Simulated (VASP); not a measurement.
A run of VASP 6.6.1 is set up as follows.

File INCAR:

```
SYSTEM = Cu
  ALGO = Normal
  EDIFF = 1E-6
  ENCUT = 600
  GGA = PE
  GGA_COMPAT = .FALSE.
  ISIF = 2
  ISMEAR = 0
  LASPH = .TRUE.
  LCHARG = .FALSE.
  LREAL = .FALSE.
  LWAVE = .FALSE.
  NBANDS = 12
  NELM = 120
  PREC = Accurate
  SIGMA = 0.1
```

File KPOINTS:

```
k-points
0
G
  10 10 10
  0 0 0
```

POSCAR

```
Cu
1.0
    0.0000000000      1.8135739183      1.8135739183
    1.8135739183      0.0000000000      1.8135739183
    1.8135739183      1.8135739183      0.0000000000
Cu
1
Direct
    0.0000000000      0.0000000000      0.0000000000
```

Potentials or basis: VASP PAW PBE potentials, release 64 (Cu).

Command:

```bash
$ cat potpaw_PBE.64/Cu/POTCAR > POTCAR
$ mpirun -np 1 vasp_std > vasp.out
```

(1) Predict the pressure.

## Answers

(1) 1.2 GPa.
